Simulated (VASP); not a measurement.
# Zr (P6_3/mmc) in VASP: notebook

Zr is run at these levels: PBEsol, PBE, PBEsol+D3(BJ); tasks: relaxation of cell and atoms, single point.

Program: VASP 6.6.1. These are calculated values, not measurements. Logs are shortened: lines on timing, memory, paths and dates and some standing lists are left out, and cuts for length are marked.

## (1) The cell of the first run

It takes space group P6_3/mmc (No. 194, hexagonal). The conventional cell has a = 3.232 Å, b = 3.232 Å, c = 5.147 Å, α = 90.00°, β = 90.00°, γ = 120.00°. Zr (site symmetry -6m2) has 12 Zr at 3.18 to 3.23 Å within 4.2 Å.

## (2) Relaxation of cell and atoms, PBEsol, target pressure 30 GPa, at which the enthalpy is minimised

Input file INCAR:

```
SYSTEM = Zr
ALGO = Normal
EDIFF = 1E-7
EDIFFG = -0.01
ENCUT = 600
GGA = PS
IBRION = 2
ISIF = 3
ISMEAR = -1
LASPH = .True.
LCHARG = .False.
LREAL = .False.
LWAVE = .False.
NELM = 80
NSW = 60
PREC = Accurate
PSTRESS = 300.0
SIGMA = 0.05
```

Input file KPOINTS:

```
k-points
0
Gamma
  9 9 5
  0 0 0
```

Input file POSCAR:

```
Zr
1.0
    3.2320000000      0.0000000000      0.0000000000
   -1.6160000000      2.7989941050      0.0000000000
    0.0000000000      0.0000000000      5.1470000000
Zr
2
Direct
    0.6666666667      0.3333333333      0.7500000000
    0.3333333333      0.6666666667      0.2500000000
```

Potentials or basis: VASP PAW PBE potentials, release 64 (Zr_sv).

The run is started by

```console
> cat potpaw_PBE.64/Zr_sv/POTCAR > POTCAR
> mpirun -np 1 vasp_std > vasp.out
```

OUTCAR:

```text
SYSTEM = Zr
   EDIFF = 1E-7
   EDIFFG = -0.01
   ENCUT = 600
   GGA = PS
   IBRION = 2
   ISIF = 3
   ISMEAR = -1
   LASPH = .True.
   LREAL = .False.
   NELM = 80
   NSW = 60
   PREC = Accurate
   PSTRESS = 300.0

 ion  position               nearest neighbor table
   1  0.667  0.333  0.750-   2 3.18   2 3.18   2 3.18   2 3.18   2 3.18   2 3.18
   2  0.333  0.667  0.250-   1 3.18   1 3.18   1 3.18   1 3.18   1 3.18   1 3.18

  LATTYP: Found a hexagonal cell.
 ALAT       =     3.2320000000
 C/A-ratio  =     1.5925123762

  Lattice vectors:

 A1 = (   3.2320000000,   0.0000000000,   0.0000000000)
 A2 = (  -1.6160000000,   2.7989941050,   0.0000000000)
 A3 = (   0.0000000000,   0.0000000000,   5.1470000000)

Analysis of symmetry for initial positions (statically):
=====================================================================
 Subroutine PRICEL returns:
 Original cell was already a primitive cell.

 Routine SETGRP: Setting up the symmetry group for a
 hexagonal supercell.

 Subroutine GETGRP returns: Found 24 space group operations
 (whereof 12 operations were pure point group operations)
 out of a pool of 24 trial point group operations.

The static configuration has the point symmetry D_3d.
 The point group associated with its full space group is D_6h.

Analysis of symmetry for dynamics (positions and initial velocities):
=====================================================================
 Subroutine PRICEL returns:
 Original cell was already a primitive cell.

 Routine SETGRP: Setting up the symmetry group for a
 hexagonal supercell.

 Subroutine GETGRP returns: Found 24 space group operations
 (whereof 12 operations were pure point group operations)
 out of a pool of 24 trial point group operations.

The dynamic configuration has the point symmetry D_3d.
 The point group associated with its full space group is D_6h.

 Subroutine INISYM returns: Found 24 space group operations
 (whereof 12 operations are pure point group operations),
 and found     1 'primitive' translations

----------------------------------------------------------------------------------------

                                     Primitive cell

  volume of cell :      46.5616

  direct lattice vectors                    reciprocal lattice vectors
     3.232000000  0.000000000  0.000000000     0.309405941  0.178635603  0.000000000
    -1.616000000  2.798994105  0.000000000     0.000000000  0.357271206  0.000000000
     0.000000000  0.000000000  5.147000000     0.000000000  0.000000000  0.194287935

  length of vectors
     3.232000000  3.232000000  5.147000000     0.357271206  0.357271206  0.194287935

  position of ions in fractional coordinates (direct lattice)
     0.666666667  0.333333333  0.750000000
     0.333333333  0.666666667  0.250000000

  ion indices of the primitive-cell ions
   primitive index   ion index
                 1           1
                 2           2

----------------------------------------------------------------------------------------

 KPOINTS: k-points

Automatic generation of k-mesh.
 Grid dimensions read from file:
 generate k-points for:    9    9    5

 Generating k-lattice:

  Cartesian coordinates                     Fractional coordinates (reciprocal lattice)
     0.034378438  0.019848400  0.000000000     0.111111111  0.000000000  0.000000000
     0.000000000  0.039696801  0.000000000     0.000000000  0.111111111  0.000000000
     0.000000000  0.000000000  0.038857587     0.000000000  0.000000000  0.200000000

  Length of vectors
     0.039696801  0.039696801  0.038857587

  Shift w.r.t. Gamma in fractional coordinates (k-lattice)
     0.000000000  0.000000000  0.000000000

 Subroutine IBZKPT returns following result:
 ===========================================

 Found     36 irreducible k-points:

 Following reciprocal coordinates:
            Coordinates               Weight
  0.000000  0.000000  0.000000      1.000000
  0.111111  0.000000  0.000000      6.000000
  0.222222  0.000000  0.000000      6.000000
  0.333333  0.000000  0.000000      6.000000
  0.444444  0.000000  0.000000      6.000000
  0.111111  0.111111  0.000000      6.000000
[... 16 lines left out ...]
  0.333333  0.222222  0.200000     24.000000
  0.333333  0.333333  0.200000      4.000000
 [... further k-points ...]
   k-points           NKPTS =     36   k-points in BZ     NKDIM =     36   number of bands    NBANDS=     16
   number of dos      NEDOS =    301   number of ions     NIONS =      2
   total plane-waves  NPLWV =  32928
   dimension x,y,z NGX =    28 NGY =   28 NGZ =   42
   dimension x,y,z NGXF=    56 NGYF=   56 NGZF=   84
   ions per type =               2
   NGX,Y,Z   is equivalent  to a cutoff of  14.40, 14.40, 13.57 a.u.
   NGXF,Y,Z  is equivalent  to a cutoff of  28.80, 28.80, 27.13 a.u.
 SYSTEM =  Zr
   PREC   = accura    normal or accurate (medium, high low for compatibility)
   ISTART =      0    job   : 0-new  1-cont  2-samecut
   ICHARG =      2    charge: 1-file 2-atom 10-const
   ISPIN  =      1    spin polarized calculation?
   LNONCOLLINEAR =      F non collinear calculations
   LSORBIT =      F    spin-orbit coupling
   LASPH  =      T    aspherical Exc in radial PAW
   ENCUT  =  600.0 eV  44.10 Ry    6.64 a.u.   6.46  6.46 10.28*2*pi/ulx,y,z
   NELM   =     80;   NELMIN=  2; NELMDL= -5     # of ELM steps
   EDIFF  = 0.1E-06   stopping-criterion for ELM
   LREAL  =      F    real-space projection
   EDIFFG = -.1E-01   stopping-criterion for IOM
   NSW    =     60    number of steps for IOM
   IBRION =      2    ionic relax: 0-MD 1-quasi-New 2-CG
   NFREE  =      1    steps in history (QN), initial steepest desc. (CG)
   ISIF   =      3    stress and relaxation
   ISYM   =      2    0-nonsym 1-usesym 2-fastsym
   POTIM  = 0.5000    time-step for ionic-motion
   TEBEG  =    0.0;   TEEND  =   0.0 temperature during run
   PSTRESS=  300.0 pullay stress
   NELECT =      24.0000    total number of electrons
   NUPDOWN=      -1.0000    fix difference up-down
   EMIN   =  10.00;   EMAX   =-10.00  energy-range for DOS
   EFERMI =   0.00;   METHOD = LEGACY
   ISMEAR =    -1;   SIGMA  =   0.05  broadening in eV -4-tet -1-fermi 0-gaus
   EFERMI_NEDOS =   21; number of points for ismear=-14 and -15
   IALGO  =     38    algorithm
   IMIX   =      4    mixing-type and parameters
     AMIX     =   0.40;   BMIX     =  1.00
     AMIX_MAG =   1.60;   BMIX_MAG =  1.00
  volume/ion in A,a.u.               =      23.28       157.11
  Fermi-wavevector in a.u.,A,eV,Ry     =   1.312611  2.480475 23.442130  1.722948
  Thomas-Fermi vector in A             =   2.442991
   LORBIT       =      0    0 simple, 1 ext, 2 COOP (PROOUT), +10 PAW based schemes
   GGA     = PS    functional components
   LHFCALC =     F    Hartree Fock is set to
   AEXX    =    0.0000 exact exchange contribution
   IVDW    =     0    specifies the selected vdW correction
   LEPSILON=     F    determine dielectric tensor
   LRPA    =     F    only Hartree local field effects (RPA)
 conjugate gradient relaxation of ions
 non-spin polarized calculation
  energy-cutoff  :      600.00
  volume of cell :       46.56
 maximum number of plane-waves:      1572
 NGX is ok and might be reduce to    28
   NGX = 13   NGY = 13   NGZ = 21

--------------------------------------- Ionic step        1  -------------------------------------------

 number of electron      24.0000000 magnetization

 Free energy of the ion-electron system (eV)
  ---------------------------------------------------
  ext. energy  EPLUGINS =         0.00000000
  ---------------------------------------------------
  free energy    TOTEN  =       -18.15954408 eV

  energy without entropy =      -18.14286756  energy(sigma->0) =      -18.15120582

 E-fermi :   8.8765     XC(G=0): -11.2025

 val. band max:        8.8620597111   @ k =   0.3333   0.3333   0.4000
 cond. band min:       8.8915942596   @ k =   0.0000   0.0000   0.4000
 fundamental gap:      0.0295345485
 Fermi energy:         8.8764521210

 k-point     1 :       0.0000    0.0000    0.0000
  band No.  band energies     occupation
      1     -39.8733      2.00000
      2     -39.7171      2.00000
      3     -18.4281      2.00000
      4     -17.5490      2.00000
      5     -17.5490      2.00000
      6     -17.4102      2.00000
[... 433 lines left out ...]
      3     -18.0863      2.00000
      4     -18.0781      2.00000
      5     -18.0781      2.00000
      6     -17.8232      2.00000
[... 8 lines left out ...]
     15      10.6126      0.00000
     16      12.6007      0.00000

 [... further k-points ...]
[... 5 lines left out ...]
  --------------------------------------------------------------------------------------
  -------------------------------------------------------------------------------------
  Total       -1.0181268     -1.0181268     -0.7702252      0.0000000      0.0000000      0.0000000
  in kB      -35.0336146    -35.0336146    -26.5033525      0.0000000      0.0000000      0.0000000
  external PRESSURE =    -332.1901939 kB  Pullay stress =     300.0000000 kB
[... 97 lines left out ...]
  energy  without entropy=      -17.7113228918  energy(sigma->0) =      -17.71962192

  enthalpy is  TOTEN    =       -10.6433907546 eV   P V=        7.0845301978

[... ionic steps 4 to 7 ...]

--------------------------------------- Ionic step        8  -------------------------------------------

 number of electron      24.0000000 magnetization

------------------------ aborting loop because EDIFF is reached ----------------------------------------
[... 71 lines left out ...]
--------------------------------------- Ionic step       10  -------------------------------------------

 number of electron      24.0000000 magnetization

 Free energy of the ion-electron system (eV)
  ---------------------------------------------------
  ext. energy  EPLUGINS =         0.00000000
  ---------------------------------------------------
  free energy    TOTEN  =       -17.47974877 eV

  energy without entropy =      -17.46010262  energy(sigma->0) =      -17.46992569

 E-fermi :  11.9096     XC(G=0): -12.4039

 val. band max:       11.8756975432   @ k =   0.2222   0.2222   0.4000
 cond. band min:      11.9176399969   @ k =   0.1111   0.1111   0.4000
 fundamental gap:      0.0419424537
 Fermi energy:        11.9095802428

 k-point     1 :       0.0000    0.0000    0.0000
  band No.  band energies     occupation
      1     -36.4714      2.00000
      2     -36.1056      2.00000
      3     -15.5224      2.00000
      4     -13.6623      2.00000
      5     -13.6623      2.00000
      6     -13.5018      2.00000
[... 433 lines left out ...]
      3     -14.9552      2.00000
      4     -14.8921      2.00000
      5     -14.8921      2.00000
      6     -14.4635      2.00000
[... 8 lines left out ...]
     15      14.0704      0.00000
     16      16.3376      0.00000

 [... further k-points ...]
[... 5 lines left out ...]
  --------------------------------------------------------------------------------------
  -------------------------------------------------------------------------------------
  Total        6.7815053      6.7815053      6.7874327      0.0000000      0.0000000      0.0000000
  in kB      299.8750053    299.8750053    300.1371100      0.0000000      0.0000000      0.0000000
  external PRESSURE =      -0.0376265 kB  Pullay stress =     300.0000000 kB
[... 21 lines left out ...]
  energy  without entropy=      -17.4601026161  energy(sigma->0) =      -17.46992569

  enthalpy is  TOTEN    =       -10.6954167781 eV   P V=        6.7843319957

 reached required accuracy - stopping structural energy minimisation
```

Run time: 5.6 min. Hardware: 1 thread of Intel Xeon 8259CL, shared host; peak memory 0.21 GiB.

What came out:

```yaml
Free_energy: -17.4797 eV
Relaxed_volume: 18.12 Å³/atom
Relaxed_cell: a = 2.933 Å, b = 2.933 Å, c = 4.864 Å, α = 90.00°, β = 90.00°, γ = 120.00°
Space_group_after_relaxing_to_0.1_Å: P6_3/mmc (No. 194)
Energy_change_on_relaxing_the_run_minimises_the_enthalpy: +339.9 meV/atom
Ionic_steps: 10
Pressure_after_relaxing: 30.0 GPa
Band_gap_on_the_k_mesh: zero (bands 12 and 13 overlap by 1.16 eV)
```

Step by step:
```
step  energy change (eV)  largest force (eV/Å)  pressure (GPa)  volume (Å³)
   1              0.0000                0.0000           -3.22        46.56
   2             10.9324                0.0000          259.96        21.02
   3              0.4316                0.0000           22.59        37.84
   4              0.6044                0.0000           27.84        36.73
   5              0.6815                0.0000           30.06        36.31
   6              0.6809                0.0000           30.17        36.24
   7              0.6873                0.0000           30.20        36.19
   8              0.6869                0.0000           30.20        36.19
   9              0.6662                0.0000           29.62        36.31
  10              0.6798                0.0000           30.00        36.23
```

Final structure:
```
CELL_PARAMETERS angstrom
2.93293 0.00000 0.00000
-1.46647 2.53999 0.00000
0.00000 0.00000 4.86364
ATOMIC_POSITIONS crystal
Zr 0.66667 0.33333 0.75000
Zr 0.33333 0.66667 0.25000
```

Caveat: the cell is relaxed towards a set pressure, so the run minimises the enthalpy, not the energy; the volume moved by over 15 % at a fixed basis, so the end points are rough; the PAW data sets were made with another functional, which shifts forces and pressure a little.

## (3) Single point, PBE

Input file INCAR:

```
SYSTEM = Zr
PREC     = Accurate       ! precision mode
ENCUT    = 520            ! plane-wave cutoff, eV
EDIFF    = 1E-7           ! SCF threshold, eV
ISMEAR   = -1             ! smearing method
SIGMA    = 0.04           ! smearing width, eV
LREAL    = .False.        ! projectors in reciprocal space
LASPH    = .True.         ! aspherical terms in the spheres
NELM     = 60             ! most SCF steps
ALGO     = Fast           ! electronic algorithm
ISIF     = 2              ! what is computed and relaxed
LWAVE    = .False.        ! write WAVECAR
LCHARG   = .False.        ! write CHGCAR
GGA      = PE             ! functional
NBANDS   = 19             ! bands
```

Input file KPOINTS:

```
regular mesh
0
Gamma
  5 5 3
  0 0 0
```

POSCAR is that of step 2.

Potentials or basis: VASP PAW PBE potentials, release 64 (Zr_sv).

The run is started by

```console
> cat potpaw_PBE.64/Zr_sv/POTCAR > POTCAR
> mpirun -np 1 vasp_std > vasp.out
```

Run time: 17 s. Hardware: 1 thread of Intel Xeon 8259CL, shared host; peak memory 0.15 GiB.

The run converged. Its results:

| Quantity | Value |
| --- | --- |
| Free energy | -17.0475 eV |
| Pressure | 0.7 GPa |
| Band gap on the k mesh | zero (bands 12 and 13 overlap by 1.06 eV) |

Stress tensor (GPa, compression positive):
```
 1.28  0.00  0.00
 0.00  1.28  0.00
 0.00  0.00 -0.44
```

Levels at points of the mesh, in eV from the Fermi level:
| k point | band 8 | band 9 | band 10 | band 11 | band 12 | band 13 | band 14 | band 15 | band 16 | band 17 |
| --- | --- | --- | --- | --- | --- | --- | --- | --- | --- | --- |
| (0.00, 0.00, 0.00) | -26.21 | -5.52 | -2.89 | 1.00 | 1.00 | 1.15 | 1.31 | 1.70 | 1.70 | 2.26 |

Caveat: the k points lie up to 0.45 Å⁻¹ apart, too coarse for converged energies and pressures of a metal.

(Continued in part 2 of 2.)

The gap in the log of VASP goes by the Fermi energy; the results here count the filled bands.